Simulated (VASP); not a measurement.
# SnTe3 (P4mm) in VASP: a series of runs, part 2 of 2

VASP 6.6.1.

## Step 4: Relaxation of cell and atoms, PBE

Input file INCAR:

```
ALGO = Normal
EDIFF = 1E-7
EDIFFG = -0.01
ENCUT = 600
GGA = PE
IBRION = 2
ISIF = 3
ISMEAR = 0
LASPH = True
LCHARG = False
LREAL = False
LWAVE = False
NELM = 60
NSW = 100
PREC = Accurate
SIGMA = 0.1
```

Input file KPOINTS:

```
k-points
0
Gamma
  6 6 10
```

Input file POSCAR:

```
SnTe3
1.0
    6.1836134147      0.0000000000      0.0000000000
    0.0000000000      6.1836134147      0.0000000000
    0.0000000000      0.0000000000      3.3800210780
Sn Te
1 3
Direct
    0.0000000000      0.0000000000      0.3322829960
    0.5000000000      0.0000000000      0.5571817101
    0.0000000000      0.5000000000      0.5571817101
    0.5000000000      0.5000000000      0.5719384237
```

Potentials or basis: VASP PAW PBE potentials, release 64 (Sn_d, Te).

The run is started by

```sh
$ cat potpaw_PBE.64/Sn_d/POTCAR potpaw_PBE.64/Te/POTCAR > POTCAR
$ mpirun -np 1 vasp_std > vasp.out
```

OUTCAR:

```text
EDIFF = 1E-7
   EDIFFG = -0.01
   ENCUT = 600
   GGA = PE
   IBRION = 2
   ISIF = 3
   ISMEAR = 0
   LASPH = True
   LREAL = False
   NELM = 60
   NSW = 100
   PREC = Accurate

 ion  position               nearest neighbor table
   1  0.000  0.000  0.332-   2 3.18   3 3.18   3 3.18   2 3.18
   2  0.500  0.000  0.557-   4 3.09   4 3.09   1 3.18   1 3.18
   3  0.000  0.500  0.557-   4 3.09   4 3.09   1 3.18   1 3.18
   4  0.500  0.500  0.572-   2 3.09   3 3.09   2 3.09   3 3.09

  LATTYP: Found a simple tetragonal cell.
 ALAT       =     6.1836134147
 C/A-ratio  =     0.5466093773

  Lattice vectors:

 A1 = (   6.1836134147,   0.0000000000,   0.0000000000)
 A2 = (   0.0000000000,   6.1836134147,   0.0000000000)
 A3 = (   0.0000000000,   0.0000000000,   3.3800210780)

Analysis of symmetry for initial positions (statically):
=====================================================================
 Subroutine PRICEL returns:
 Original cell was already a primitive cell.

 Routine SETGRP: Setting up the symmetry group for a
 simple tetragonal supercell.

 Subroutine GETGRP returns: Found  8 space group operations
 (whereof  8 operations were pure point group operations)
 out of a pool of 16 trial point group operations.

The static configuration has the point symmetry C_4v.

[... 176 lines left out ...]
  external PRESSURE =       2.1669236 kB  Pullay stress =       0.0000000 kB
[... 95 lines left out ...]
  FREE ENERGIE OF THE ION-ELECTRON SYSTEM (eV)
  ---------------------------------------------------
  free  energy   TOTEN  =       -13.3647057273 eV

  energy  without entropy=      -13.3524557899  energy(sigma->0) =      -13.35858076

[... ionic steps 4 to 26 ...]

--------------------------------------- Ionic step       27  -------------------------------------------

 number of electron      32.0000002 magnetization

------------------------ aborting loop because EDIFF is reached ----------------------------------------
[... 71 lines left out ...]
--------------------------------------- Ionic step       29  -------------------------------------------

 number of electron      32.0000004 magnetization

 Free energy of the ion-electron system (eV)
  ---------------------------------------------------
  ext. energy  EPLUGINS =         0.00000000
  ---------------------------------------------------
  free energy    TOTEN  =       -13.47318505 eV

  energy without entropy =      -13.46215280  energy(sigma->0) =      -13.46766893

 E-fermi :   6.5627     XC(G=0):  -9.3616

 val. band max:        6.5359538316   @ k =   0.3333   0.3333   0.3000
 cond. band min:       6.5696626545   @ k =   0.3333   0.1667   0.2000
 fundamental gap:      0.0337088229
 Fermi energy:         6.5626857411

 k-point     1 :       0.0000    0.0000    0.0000
  band No.  band energies     occupation
      1     -15.2363      2.00000
      2     -15.1789      2.00000
      3     -15.1668      2.00000
      4     -15.0675      2.00000
      5     -15.0675      2.00000
      6      -6.8521      2.00000
[... 541 lines left out ...]
     19       8.6663      0.00000
     20       9.4794      0.00000

 [... further k-points ...]
[... 5 lines left out ...]
  --------------------------------------------------------------------------------------
  -------------------------------------------------------------------------------------
  Total        0.0150595      0.0150595      0.0109092      0.0000000     -0.0000000      0.0000000
  in kB        0.1870991      0.1870991      0.1355358      0.0000000     -0.0000000      0.0000000
  external PRESSURE =       0.1699113 kB  Pullay stress =       0.0000000 kB
[... 19 lines left out ...]
  FREE ENERGIE OF THE ION-ELECTRON SYSTEM (eV)
  ---------------------------------------------------
  free  energy   TOTEN  =       -13.4731850536 eV

  energy  without entropy=      -13.4621528039  energy(sigma->0) =      -13.46766893

 reached required accuracy - stopping structural energy minimisation
```

It took 51 min on 1 thread of Intel Xeon 8259CL, shared host; peak memory 0.41 GiB.

Results:

```
Free energy                           : -13.4732 eV
Relaxed volume                        : 32.24 Å³/atom
Relaxed cell                          : a = 6.394 Å, b = 6.394 Å, c = 3.154 Å, α = 90.00°, β = 90.00°, γ = 90.00°
Space group after relaxing (to 0.1 Å) : P4/mmm (No. 123)
Energy gained by relaxing             : 52.0 meV/atom
Ionic steps                           : 29
Pressure after relaxing               : 0.0 GPa
Band gap on the k mesh                : zero (bands 16 and 17 overlap by 3.49 eV)
```

Forces in eV/Å, atoms in the order of the input:
```
Sn   0.000  0.000  0.002
Te   0.000  0.000  0.000
Te   0.000  0.000  0.000
Te   0.000  0.000 -0.002
```

Step by step:
```
step  energy change (eV)  largest force (eV/Å)  pressure (GPa)  volume (Å³)
   1              0.0000                0.0935            0.22       129.24
   2             -0.0325                0.1748           -0.28       130.03
   3             -0.0996                0.3244           -1.15       132.09
   4             -0.0964                0.2845           -0.91       131.37
   5             -0.1039                0.3069           -1.06       131.75
   6             -0.1105                0.3194           -0.06       128.92
   7             -0.1135                0.3156           -0.44       129.92
   8             -0.1237                0.2910            0.11       128.38
   9             -0.1253                0.2761            0.45       127.51
  10             -0.1329                0.2563            0.24       128.08
  11             -0.1443                0.2007           -0.28       129.66
  12             -0.1505                0.1949           -0.29       129.66
  13             -0.1652                0.1775           -0.29       129.68
  14             -0.1767                0.1442           -0.26       129.69
  15             -0.1819                0.1266           -0.14       129.36
  16             -0.1924                0.1077            0.23       128.39
  17             -0.1933                0.1135            0.98       126.47
  18             -0.1960                0.1111            0.63       127.34
  19             -0.2031                0.1036            0.11       128.69
  20             -0.2032                0.1022            0.02       128.92
  21             -0.2040                0.0956           -0.05       129.13
  22             -0.2048                0.0751           -0.27       129.75
  23             -0.2052                0.0701           -0.25       129.69
  24             -0.2062                0.0554           -0.18       129.52
  25             -0.2073                0.0258           -0.06       129.17
  26             -0.2065                0.0334            0.20       128.47
  27             -0.2075                0.0078            0.02       128.95
  28             -0.2080                0.0036            0.02       128.96
  29             -0.2081                0.0023            0.02       128.96
```

Final structure:
```
Sn Te
1.0
     6.39413    0.00000    0.00000
     0.00000    6.39413    0.00000
     0.00000    0.00000    3.15419
Sn Te
1 3
Direct
  0.00000 0.00000 0.50259
  0.50000 0.00000 0.50518
  0.00000 0.50000 0.50518
  0.50000 0.50000 0.50565
```

Caveat: the highest band is partly filled, so the run has too few bands; spin-orbit coupling is left out, which moves the levels of the heavy elements.

## Step 5: The runs side by side

| task | cell | k mesh | cutoff (eV) | smearing | gap on the mesh (eV) | pressure (GPa) | relaxed volume (Å³/atom) | largest force (eV/Å) |
| --- | --- | --- | --- | --- | --- | --- | --- | --- |
| single point | a = 6.184, b = 6.184, c = 3.380 Å, 4 atoms, atomic positions A | 4 × 4 × 5 | 520 | gaussian 0.2 eV | none | 0.1 | - | 0.04 |
| relaxation of cell and atoms | relaxed from a = 5.553, b = 5.553, c = 4.414 Å, 4 atoms, atomic positions B | 4 × 4 × 5 | 600 | gaussian 0.2 eV | none | -0.1 | 32.47 | 0.03 |
| relaxation of cell and atoms | relaxed from a = 6.184, b = 6.184, c = 3.380 Å, 4 atoms, atomic positions A | 6 × 6 × 10 | 600 | gaussian 0.1 eV | none | 0.0 | 32.24 | - |

Alike in all rows: level PBE; potentials or basis VASP PAW PBE potentials, release 64 (Sn_d, Te); no spin polarisation.

Caveats: some runs use coarse meshes; spin-orbit coupling is left out, which moves the levels of the heavy elements; a cell axis changed by over 15 % at a fixed basis, so the end point is rough (at least some runs); the highest band is partly filled, so the run has too few bands (at least some runs).

Total energies depend on the potentials used, so only differences within one code and one set of settings carry meaning.

The gap in the log of VASP goes by the Fermi energy; the results here count the filled bands.